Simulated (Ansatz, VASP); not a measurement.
## Two plane-wave programs on Be3CdF

```xyz
5
Lattice="3.6774 0.0000 0.0000 0.0000 3.6774 0.0000 0.0000 0.0000 5.1240" Properties=species:S:1:pos:R:3 pbc="T T T"
Be    1.8387    1.8387    4.1418
Be    1.8387    1.8387    0.9823
Be    0.0000    0.0000    0.0000
Cd    0.0000    0.0000    2.5620
F     1.8387    1.8387    2.5620
```

Alike in both runs: functional PBE; k mesh 10 × 10 × 8; occupations gaussian, width 0.1 eV; no spin polarisation.

Ansatz relaxed the structure, and its values are those at the end. VASP's run is a single point on that final structure, the one shown.

|  | VASP | Ansatz |
| --- | --- | --- |
| version | VASP 6.6.1 | Ansatz 0.2.0 |
| potentials or method | VASP PAW PBE potentials, release 64 (Be, Cd, F), cutoff 520 eV | scalar-relativistic, plane waves, PAW |
| valence electrons in the cell | 25 | 33 |

|  | VASP | Ansatz | Ansatz less VASP |
| --- | --- | --- | --- |
| gap on the k mesh at the Fermi level (eV) | none | none | - |
| pressure (GPa) | 0.1 | 0.0 | -0.10 |
| rms of the force components (eV/Å) | 0.011 | 0.000 | -0.0109 |

A gap of «none» marks a metal or a gap that the smearing closes. The functional is the same, so the differences come from potentials, cutoffs and numerics. VASP's potentials hold 25 valence electrons a cell and Ansatz's 33, so a difference there can come from the potentials and not from the codes.
